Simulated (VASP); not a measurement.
## PbF2: relaxation of cell and atoms with PBE+D4

Crystal: PbF2.

```
Pb F
1.0
     0.00000    2.96366    2.96366
     2.96366    0.00000    2.96366
     2.96366    2.96366    0.00000
Pb F
1 2
Direct
  0.00000 0.00000 0.00000
  0.75000 0.75000 0.75000
  0.25000 0.25000 0.25000
```

```yaml
Program: VASP 6.6.1
Task: relaxation of cell and atoms
Functional: PBE
Dispersion: D4
Potentials_or_basis: VASP PAW PBE potentials, release 64 (Pb_d, F)
Cutoff: 600 eV
k_mesh: 8 × 8 × 8
Occupations: fermi-dirac, width 0.05 eV
Spin: no spin polarisation
Dipole_correction: no
Further_INCAR_settings: ALGO = Normal; EDIFF = 1e-07; IBRION = 2; EDIFFG = -0.01; NSW = 60; ISIF = 3
```

| Item | Value |
| --- | --- |
| Relaxed volume | 17.91 Å³/atom |
| Relaxed cell | a = 4.236 Å, b = 4.236 Å, c = 4.236 Å, α = 60.00°, β = 60.00°, γ = 60.00° |
| Space group after relaxing (to 0.1 Å) | Fm-3m (No. 225) |
| Energy gained by relaxing | 11.0 meV/atom |
| Ionic steps | 5 |
| Pressure after relaxing | 0.0 GPa |
| Band gap on the k mesh | 4.42 eV (least direct gap 4.56 eV) |
| Dispersion energy per atom | -0.189 eV |

Step by step:
| step | energy change (eV) | largest force (eV/Å) | pressure (GPa) | volume (Å³) |
| --- | --- | --- | --- | --- |
| 1 | 0.0000 | 0.0000 | 4.21 | 52.06 |
| 2 | -0.0107 | 0.0000 | -3.18 | 55.58 |
| 3 | -0.0320 | 0.0000 | -0.94 | 54.05 |
| 4 | -0.0330 | 0.0000 | 0.22 | 53.67 |
| 5 | -0.0330 | 0.0000 | -0.04 | 53.74 |

Final structure:
```
Pb F
1.0
     0.00000    2.99527    2.99527
     2.99527    0.00000    2.99527
     2.99527    2.99527    0.00000
Pb F
1 2
Cartesian
  0.0000 0.0000 0.0000
  4.4929 4.4929 4.4929
  1.4976 1.4976 1.4976
```

Levels at points of the mesh, in eV from the valence-band top:
| k point | band 10 | band 11 | band 12 | band 13 | band 14 | band 15 | band 16 | band 17 | band 18 |
| --- | --- | --- | --- | --- | --- | --- | --- | --- | --- |
| (0.00, 0.00, 0.00) | -2.27 | -2.27 | -1.78 | -1.78 | -1.78 | 6.74 | 6.74 | 6.74 | 10.56 |
| (0.50, 0.00, 0.00) | -2.45 | -2.45 | -1.95 | -1.95 | -0.01 | 5.03 | 7.57 | 7.57 | 13.17 |
| (0.50, 0.50, 0.00) | -3.29 | -1.38 | -1.38 | -1.38 | -0.14 | 4.42 | 7.78 | 7.78 | 9.03 |

It took 3.4 min on 1 thread of Oxide Virtual Turin-like Processor, with other jobs on the host, peak memory 0.19 GiB.

Caveat: spin-orbit coupling is left out, which moves the levels of the heavy elements. A hybrid or GW would open this gap; PBE tends to underestimate it.
